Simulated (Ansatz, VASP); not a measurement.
Two plane-wave programs on Li

```
Li
1.0
    -2.66400    2.66400    1.46520
     2.66400   -2.66400    1.46520
     2.66400    2.66400   -1.46520
Li
2
Direct
  0.62500 0.87500 0.75000
  0.37500 0.12500 0.25000
```

Alike in both runs: task relaxation of cell and atoms; functional PBE; k mesh 15 × 15 × 15; occupations fermi-dirac, width 0.08 eV; no spin polarisation.

|  | VASP | Ansatz |
| --- | --- | --- |
| version | VASP 6.6.1 | Ansatz 0.2.0 |
| potentials or method | VASP PAW PBE potentials, release 64 (Li_sv) | PAW with Ansatz's default frozen-core files, scalar-relativistic |
| plane-wave cutoff (eV) | 600 | 420 |
| valence electrons in the cell | 6 | 6 |

Ansatz gave:

| Property | Result |
| --- | --- |
| relaxed volume (Å³/atom) | 20.32 |
| relaxed length of the cell vector where the two differ most in proportion (Å) | 4.025 |

**Question.** Estimate VASP's values.

**Answer.** Relaxed volume (Å³/atom): 20.11; relaxed length of the cell vector where the two differ most in proportion (Å): 4.010.

Noted on VASP's run: the cutoff is under 1.25 times that of the potentials, so the pressure is a little rough.
